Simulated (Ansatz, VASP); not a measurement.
# KBr in VASP and in Ansatz

```
CELL_PARAMETERS angstrom
5.75905 0.00000 0.00000
-2.87952 4.86583 0.00000
0.00000 0.00000 6.55383
ATOMIC_POSITIONS crystal
K 0.33145 0.66291 0.93750
K 0.66855 0.33709 0.43750
Br 0.33125 0.66250 0.43750
Br 0.66875 0.33750 0.93750
```

Change from the starting cell: uniaxial_x strain +2.5%.

Alike in both runs: task single point; functional r2SCAN; k mesh 6 × 6 × 4; no spin polarisation.

```csv
,VASP,Ansatz
version,VASP 6.6.1,Ansatz 0.2.0
potentials or method,"VASP PAW PBE potentials, release 64 (K_sv, Br)","plane waves, PAW"
plane-wave cutoff (eV),520,500
occupations,"gaussian, width 0.01 eV",fixed
valence electrons in the cell,32,32
```

|  | VASP | Ansatz | Ansatz less VASP |
| --- | --- | --- | --- |
| gap on the k mesh at the Fermi level (eV) | 4.74 | 4.73 | -0.002 |
| pressure (GPa) | -0.3 | -0.2 | +0.01 |
| traceless stress, the component that is largest in VASP (GPa) | 0.17 | 0.17 | -0.003 |

VASP's potentials were made for PBE, not for r2SCAN.
